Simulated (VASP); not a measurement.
# Cs3HfSc2 in VASP: further runs

Runs on Cs3HfSc2. Level: PBE. Tasks: single point.

Program: VASP 6.6.1. These are calculated values, not measurements. Logs are shortened: lines on timing, memory, paths and dates and some standing lists are left out, and cuts for length are marked.

## (1) The cell of the first run

The typed cell holds 6 atoms: a = 6.463 Å, b = 6.463 Å, c = 6.951 Å, α = 90.00°, β = 90.00°, γ = 120.00°.

The cell was generated, and may not be a known phase.

## (2) Single point, PBE

Contents of INCAR:

```
SYSTEM = Cs3HfSc2
PREC     = Accurate       ! precision mode
ENCUT    = 520            ! plane-wave cutoff, eV
EDIFF    = 1E-7           ! SCF threshold, eV
ISMEAR   = 0              ! smearing method
SIGMA    = 0.1            ! smearing width, eV
LREAL    = .False.        ! projectors in reciprocal space
LASPH    = .True.         ! aspherical terms in the spheres
NELM     = 80             ! most SCF steps
ALGO     = Normal         ! electronic algorithm
ISIF     = 2              ! what is computed and relaxed
LWAVE    = .False.        ! write WAVECAR
LCHARG   = .False.        ! write CHGCAR
GGA      = PE             ! functional
NBANDS   = 38             ! bands
```

Contents of KPOINTS:

```
Automatic mesh
0
Gamma
  3 3 4
  0 0 0
```

Contents of POSCAR:

```
Cs3HfSc2
1.0
    6.4628105843      0.0000000000      0.0000000000
   -3.2314052921      5.5969581458      0.0000000000
    0.0000000000      0.0000000000      6.9506879308
Cs Hf Sc
3 1 2
Direct
    0.5000000000      0.0000000000      0.0000000000
    0.0000000000      0.5000000000      0.0000000000
    0.5000000000      0.5000000000      0.0000000000
    0.0000000000      0.0000000000      0.5000000000
    0.3333333333      0.6666666667      0.4999551260
    0.6666666667      0.3333333333      0.5000448740
```

Potentials or basis: VASP PAW PBE potentials, release 64 (Cs_sv, Hf_pv, Sc_sv).

The run is started by

```sh
$ cat potpaw_PBE.64/Cs_sv/POTCAR potpaw_PBE.64/Hf_pv/POTCAR potpaw_PBE.64/Sc_sv/POTCAR > POTCAR
$ mpirun -np 1 vasp_std > vasp.out
```

OUTCAR:

```text
SYSTEM = Cs3HfSc2
   PREC = Accurate
   ENCUT = 520
   EDIFF = 1E-7
   ISMEAR = 0
   LREAL = .False.
   LASPH = .True.
   NELM = 80
   ISIF = 2
   GGA = PE

 ion  position               nearest neighbor table
   1  0.500  0.000  0.000-
   2  0.000  0.500  0.000-
   3  0.500  0.500  0.000-
   4  0.000  0.000  0.500-
   5  0.333  0.667  0.500-
   6  0.667  0.333  0.500-

  LATTYP: Found a hexagonal cell.
 ALAT       =     6.4628105843
 C/A-ratio  =     1.0754899653

  Lattice vectors:

 A1 = (   6.4628105843,   0.0000000000,   0.0000000000)
 A2 = (  -3.2314052921,   5.5969581458,   0.0000000000)
 A3 = (   0.0000000000,   0.0000000000,   6.9506879308)

Analysis of symmetry for initial positions (statically):
=====================================================================
 Subroutine PRICEL returns:
 Original cell was already a primitive cell.

 Routine SETGRP: Setting up the symmetry group for a
 hexagonal supercell.

 Subroutine GETGRP returns: Found 12 space group operations
 (whereof 12 operations were pure point group operations)
 out of a pool of 24 trial point group operations.

The static configuration has the point symmetry D_3d.

Analysis of symmetry for dynamics (positions and initial velocities):
=====================================================================
 Subroutine PRICEL returns:
 Original cell was already a primitive cell.

 Routine SETGRP: Setting up the symmetry group for a
 hexagonal supercell.

 Subroutine GETGRP returns: Found 12 space group operations
 (whereof 12 operations were pure point group operations)
 out of a pool of 24 trial point group operations.

The dynamic configuration has the point symmetry D_3d.

 Subroutine INISYM returns: Found 12 space group operations
 (whereof 12 operations are pure point group operations),
 and found     1 'primitive' translations

----------------------------------------------------------------------------------------

                                     Primitive cell

  volume of cell :     251.4208

  direct lattice vectors                    reciprocal lattice vectors
     6.462810584  0.000000000  0.000000000     0.154731442  0.089334240  0.000000000
    -3.231405292  5.596958146  0.000000000     0.000000000  0.178668479  0.000000000
     0.000000000  0.000000000  6.950687931     0.000000000  0.000000000  0.143870651

  length of vectors
     6.462810584  6.462810584  6.950687931     0.178668479  0.178668479  0.143870651

  position of ions in fractional coordinates (direct lattice)
     0.500000000  0.000000000  0.000000000
     1.000000000  0.500000000  0.000000000
     0.500000000  0.500000000  0.000000000
     0.000000000  0.000000000  0.500000000
     0.333333333  0.666666667  0.499955126
     0.666666667  0.333333333  0.500044874

  ion indices of the primitive-cell ions
   primitive index   ion index
                 1           1
                 2           2
                 3           3
                 4           4
                 5           5
                 6           6

----------------------------------------------------------------------------------------

 KPOINTS: Automatic mesh

Automatic generation of k-mesh.
 Grid dimensions read from file:
 generate k-points for:    3    3    4

 Generating k-lattice:

  Cartesian coordinates                     Fractional coordinates (reciprocal lattice)
     0.051577147  0.029778080  0.000000000     0.333333333  0.000000000  0.000000000
     0.000000000  0.059556160  0.000000000     0.000000000  0.333333333  0.000000000
     0.000000000  0.000000000  0.035967663     0.000000000  0.000000000  0.250000000

  Length of vectors
     0.059556160  0.059556160  0.035967663

  Shift w.r.t. Gamma in fractional coordinates (k-lattice)
     0.000000000  0.000000000  0.000000000

 Subroutine IBZKPT returns following result:
 ===========================================

 Found     10 irreducible k-points:

 Following reciprocal coordinates:
            Coordinates               Weight
  0.000000  0.000000  0.000000      1.000000
  0.333333  0.000000  0.000000      6.000000
  0.333333  0.333333  0.000000      2.000000
  0.000000  0.000000  0.250000      2.000000
  0.333333  0.000000  0.250000      6.000000
  0.000000  0.333333  0.250000      6.000000
  0.333333  0.333333  0.250000      4.000000
  0.000000  0.000000  0.500000      1.000000
  0.333333  0.000000  0.500000      6.000000
  0.333333  0.333333  0.500000      2.000000
   k-points           NKPTS =     10   k-points in BZ     NKDIM =     10   number of bands    NBANDS=     38
   number of dos      NEDOS =    301   number of ions     NIONS =      6
   total plane-waves  NPLWV = 124416
   dimension x,y,z NGX =    48 NGY =   48 NGZ =   54
   dimension x,y,z NGXF=    96 NGYF=   96 NGZF=  108
   ions per type =               3   1   2
   NGX,Y,Z   is equivalent  to a cutoff of  12.35, 12.35, 12.92 a.u.
   NGXF,Y,Z  is equivalent  to a cutoff of  24.69, 24.69, 25.83 a.u.
 SYSTEM =  Cs3HfSc2
   PREC   = accura    normal or accurate (medium, high low for compatibility)
   ISTART =      0    job   : 0-new  1-cont  2-samecut
   ICHARG =      2    charge: 1-file 2-atom 10-const
   ISPIN  =      1    spin polarized calculation?
   LNONCOLLINEAR =      F non collinear calculations
   LSORBIT =      F    spin-orbit coupling
   LASPH  =      T    aspherical Exc in radial PAW
   ENCUT  =  520.0 eV  38.22 Ry    6.18 a.u.  12.02 12.02 12.92*2*pi/ulx,y,z
   NELM   =     80;   NELMIN=  2; NELMDL= -5     # of ELM steps
   EDIFF  = 0.1E-06   stopping-criterion for ELM
   LREAL  =      F    real-space projection
   EDIFFG = 0.1E-05   stopping-criterion for IOM
   NSW    =      0    number of steps for IOM
   IBRION =     -1    ionic relax: 0-MD 1-quasi-New 2-CG
   NFREE  =      0    steps in history (QN), initial steepest desc. (CG)
   ISIF   =      2    stress and relaxation
   ISYM   =      2    0-nonsym 1-usesym 2-fastsym
   POTIM  = 0.5000    time-step for ionic-motion
   TEBEG  =    0.0;   TEEND  =   0.0 temperature during run
   PSTRESS=    0.0 pullay stress
   NELECT =      59.0000    total number of electrons
   NUPDOWN=      -1.0000    fix difference up-down
   EMIN   =  10.00;   EMAX   =-10.00  energy-range for DOS
   EFERMI =   0.00;   METHOD = LEGACY
   ISMEAR =     0;   SIGMA  =   0.10  broadening in eV -4-tet -1-fermi 0-gaus
   EFERMI_NEDOS =   21; number of points for ismear=-14 and -15
   IALGO  =     38    algorithm
   IMIX   =      4    mixing-type and parameters
     AMIX     =   0.40;   BMIX     =  1.00
     AMIX_MAG =   1.60;   BMIX_MAG =  1.00
  volume/ion in A,a.u.               =      41.90       282.78
  Fermi-wavevector in a.u.,A,eV,Ry     =   1.009776  1.908200 13.873149  1.019648
  Thomas-Fermi vector in A             =   2.142725
   LORBIT       =      0    0 simple, 1 ext, 2 COOP (PROOUT), +10 PAW based schemes
   GGA     = PE    functional components
   LHFCALC =     F    Hartree Fock is set to
   AEXX    =    0.0000 exact exchange contribution
   IVDW    =     0    specifies the selected vdW correction
   LEPSILON=     F    determine dielectric tensor
   LRPA    =     F    only Hartree local field effects (RPA)
 non-spin polarized calculation
 Gauss-broadening in eV      SIGMA  =   0.10
  energy-cutoff  :      520.00
  volume of cell :      251.42
 maximum number of plane-waves:      6802
   NGX = 25   NGY = 25   NGZ = 25

 number of electron      58.9999995 magnetization

 Free energy of the ion-electron system (eV)
  ---------------------------------------------------
  ext. energy  EPLUGINS =         0.00000000
  ---------------------------------------------------
  free energy    TOTEN  =       -16.47830895 eV

  energy without entropy =      -16.37873086  energy(sigma->0) =      -16.42851991

 E-fermi :   2.5739     XC(G=0):  -8.4191

 val. band max:        2.5628988151   @ k =   0.0000   0.0000   0.5000
 cond. band min:       2.6520019368   @ k =   0.3333   0.0000   0.2500
 fundamental gap:      0.0891031217
 Fermi energy:         2.5738513390

 k-point     1 :       0.0000    0.0000    0.0000
  band No.  band energies     occupation
      1     -47.8466      2.00000
      2     -47.8419      2.00000
      3     -29.5651      2.00000
      4     -29.4103      2.00000
      5     -29.4103      2.00000
      6     -26.4809      2.00000
[... 30 lines left out ...]
     37       3.5897      0.00000
     38       3.6672      0.00000

 k-point     2 :       0.3333    0.0000    0.0000
  band No.  band energies     occupation
      1     -47.8456      2.00000
      2     -47.8429      2.00000
      3     -29.5650      2.00000
      4     -29.4104      2.00000
      5     -29.4102      2.00000
      6     -26.4794      2.00000
[... 30 lines left out ...]
     37       3.6877      0.00000
     38       3.7596      0.00000

 k-point     3 :       0.3333    0.3333    0.0000
  band No.  band energies     occupation
      1     -47.8442      2.00000
      2     -47.8442      2.00000
      3     -29.5650      2.00000
      4     -29.4103      2.00000
      5     -29.4103      2.00000
      6     -26.4774      2.00000
[... 30 lines left out ...]
     37       3.6993      0.00000
     38       4.0068      0.00000

 k-point     4 :       0.0000    0.0000    0.2500
  band No.  band energies     occupation
      1     -47.8466      2.00000
      2     -47.8419      2.00000
      3     -29.5651      2.00000
      4     -29.4103      2.00000
      5     -29.4103      2.00000
      6     -26.4810      2.00000
[... 30 lines left out ...]
     37       3.6086      0.00000
     38       3.6354      0.00000

 k-point     5 :       0.3333    0.0000    0.2500
  band No.  band energies     occupation
      1     -47.8456      2.00000
      2     -47.8428      2.00000
      3     -29.5650      2.00000
      4     -29.4104      2.00000
      5     -29.4102      2.00000
      6     -26.4795      2.00000
[... 30 lines left out ...]
     37       3.7330      0.00000
     38       3.9425      0.00000

 k-point     6 :       0.0000    0.3333    0.2500
  band No.  band energies     occupation
      1     -47.8456      2.00000
      2     -47.8428      2.00000
      3     -29.5650      2.00000
      4     -29.4104      2.00000
      5     -29.4102      2.00000
      6     -26.4795      2.00000
[... 30 lines left out ...]
     37       3.7321      0.00000
     38       3.9487      0.00000

 k-point     7 :       0.3333    0.3333    0.2500
  band No.  band energies     occupation
      1     -47.8442      2.00000
      2     -47.8442      2.00000
      3     -29.5650      2.00000
      4     -29.4103      2.00000
      5     -29.4103      2.00000
      6     -26.4775      2.00000
[... 30 lines left out ...]
     37       4.0859      0.00000
     38       4.1042      0.00000

 k-point     8 :       0.0000    0.0000    0.5000
  band No.  band energies     occupation
      1     -47.8466      2.00000
      2     -47.8419      2.00000
      3     -29.5650      2.00000
      4     -29.4103      2.00000
      5     -29.4103      2.00000
      6     -26.4812      2.00000
[... 30 lines left out ...]
     37       3.4839      0.00000
     38       3.6321      0.00000

 k-point     9 :       0.3333    0.0000    0.5000
  band No.  band energies     occupation
      1     -47.8456      2.00000
      2     -47.8429      2.00000
      3     -29.5650      2.00000
      4     -29.4104      2.00000
      5     -29.4102      2.00000
      6     -26.4796      2.00000
[... 30 lines left out ...]
     37       3.7505      0.00000
     38       3.7995      0.00000

 k-point    10 :       0.3333    0.3333    0.5000
  band No.  band energies     occupation
      1     -47.8442      2.00000
      2     -47.8442      2.00000
      3     -29.5650      2.00000
      4     -29.4103      2.00000
      5     -29.4103      2.00000
      6     -26.4776      2.00000
[... 30 lines left out ...]
     37       4.0825      0.00000
     38       4.0890      0.00000

------------------------ aborting loop because EDIFF is reached ----------------------------------------

  FORCE on cell =-STRESS in cart. coord.  units (eV):
  Direction    XX          YY          ZZ          XY          YZ          ZX
  --------------------------------------------------------------------------------------
  -------------------------------------------------------------------------------------
  Total        0.1634082      0.1634082      0.3011137      0.0000000     -0.0000000      0.0000000
  in kB        1.0413173      1.0413173      1.9188448      0.0000000     -0.0000000      0.0000000
  external PRESSURE =       1.3338265 kB  Pullay stress =       0.0000000 kB

 VOLUME and BASIS-vectors are now :
 -----------------------------------------------------------------------------
  energy-cutoff  :      520.00
  volume of cell :      251.42
      direct lattice vectors                 reciprocal lattice vectors
     6.462810584  0.000000000  0.000000000     0.154731442  0.089334240  0.000000000
    -3.231405292  5.596958146  0.000000000     0.000000000  0.178668479  0.000000000
     0.000000000  0.000000000  6.950687931     0.000000000  0.000000000  0.143870651

 POSITION                                       TOTAL-FORCE (eV/Angst)
 -----------------------------------------------------------------------------------
      3.23141      0.00000      0.00000         0.000000      0.000000      0.000000
     -1.61570      2.79848      0.00000         0.000000      0.000000      0.000000
      1.61570      2.79848      0.00000         0.000000      0.000000      0.000000
      0.00000      0.00000      3.47534         0.000000      0.000000      0.000000
     -0.00000      3.73131      3.47503         0.000000     -0.000000      0.000664
      3.23141      1.86565      3.47566        -0.000000      0.000000     -0.000664
 -----------------------------------------------------------------------------------
    total drift:                               -0.000000      0.000000      0.000000

  FREE ENERGIE OF THE ION-ELECTRON SYSTEM (eV)
  ---------------------------------------------------
  free  energy   TOTEN  =       -16.4783089534 eV

  energy  without entropy=      -16.3787308622  energy(sigma->0) =      -16.42851991
```

Wall time 1.8 min (1 thread of Oxide Virtual Turin-like, shared host); peak memory 0.36 GiB.

What came out:

| Quantity | Value |
| --- | --- |
| Free energy | -16.4783 eV |
| Pressure | 0.1 GPa |
| Band gap on the k mesh | zero (an odd number of electrons rules out a gap without spin polarisation) |

Stress tensor (GPa, compression positive):
```
0.10 0.00 0.00
0.00 0.10 0.00
0.00 0.00 0.19
```

Caveat: the k points lie up to 0.37 Å⁻¹ apart, too coarse for converged energies and pressures of a metal; spin-orbit coupling is left out, which moves the levels of the heavy elements.

## (3) Single point, PBE

This run uses another cell than the first one, of 42.04 Å³/atom.

Contents of INCAR:

```
  ALGO = Fast
  EDIFF = 1E-6
  ENCUT = 520
  GGA = PE
  ISIF = 2
  ISMEAR = 0
  LASPH = T
  LCHARG = T
  LELF = T
  LREAL = F
  LVHAR = T
  LWAVE = F
  NBANDS = 38
  NELM = 60
  PREC = Accurate
  SIGMA = 0.1
```

Contents of KPOINTS:

```
k-points
0
Gamma
  9 9 6
```

Contents of POSCAR:

```
Cs3HfSc2
1.0
    6.4588005888      0.0000000000      0.0000000000
   -3.2294002944      5.5934853879      0.0000000000
    0.0000000000      0.0000000000      6.9819060212
Cs Hf Sc
3 1 2
Direct
    0.5000000000      0.0000000000      0.0000000000
    0.0000000000      0.5000000000      0.0000000000
    0.5000000000      0.5000000000      0.0000000000
    0.0000000000      0.0000000000      0.5000000000
    0.3333333333      0.6666666667      0.5000000000
    0.6666666667      0.3333333333      0.5000000000
```

Potentials or basis: VASP PAW PBE potentials, release 64 (Cs_sv, Hf_pv, Sc_sv).

The run is started by

```sh
$ cat potpaw_PBE.64/Cs_sv/POTCAR potpaw_PBE.64/Hf_pv/POTCAR potpaw_PBE.64/Sc_sv/POTCAR > POTCAR
$ mpirun -np 1 vasp_std > vasp.out
```

Run time: 16 min. Hardware: 1 thread of Oxide Virtual Turin-like, shared host; peak memory 0.61 GiB.

It converged, with:

```
Free energy            : -16.4777 eV
Pressure               : 0.1 GPa
Band gap on the k mesh : zero (an odd number of electrons rules out a gap without spin polarisation)
```

Stress tensor (GPa, compression positive):
```
0.15 0.00 0.00
0.00 0.15 0.00
0.00 0.00 0.04
```

Levels at points of the mesh, in eV from the Fermi level:
| k point | band 26 | band 27 | band 28 | band 29 | band 30 | band 31 | band 32 | band 33 | band 34 | band 35 |
| --- | --- | --- | --- | --- | --- | --- | --- | --- | --- | --- |
| (0.00, 0.00, 0.00) | -0.33 | -0.33 | -0.25 | -0.15 | -0.09 | -0.09 | 0.08 | 0.08 | 0.78 | 0.80 |
| (0.00, 0.00, 0.50) | -1.09 | -0.26 | -0.26 | -0.23 | -0.03 | -0.03 | 0.33 | 0.33 | 0.35 | 0.40 |

Caveat: spin-orbit coupling is left out, which moves the levels of the heavy elements.

The gap in the log of VASP goes by the Fermi energy; the results here count the filled bands.